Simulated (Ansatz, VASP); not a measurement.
**Re: VASP beside Ansatz**

```xyz
1
Lattice="0.0592 2.0046 2.0046 2.0046 0.0592 2.0046 2.0046 2.0046 0.0592" Properties=species:S:1:pos:R:3 pbc="T T T"
Re    0.0000    0.0000    0.0000
```

Change from the starting cell: equal xy, yz and zx shear strains of +3 %.

Alike in both runs: task single point; functional PBE; k mesh 14 × 14 × 14; occupations fermi-dirac, width 0.03 eV; no spin polarisation.

|  | VASP | Ansatz |
| --- | --- | --- |
| version | VASP 6.6.1 | Ansatz 0.2.0 |
| potentials or method | VASP PAW PBE potentials, release 64 (Re), cutoff 520 eV | all-electron LAPW, scalar-relativistic |

|  | VASP | Ansatz | Ansatz less VASP |
| --- | --- | --- | --- |
| pressure (GPa) | -8.8 | -8.0 | +0.79 |
| traceless stress, the component that is largest in VASP (GPa) | -5.59 | -5.70 | -0.107 |

Ansatz ran all-electron here, and VASP with PAW potentials.

Spin-orbit coupling is off throughout.
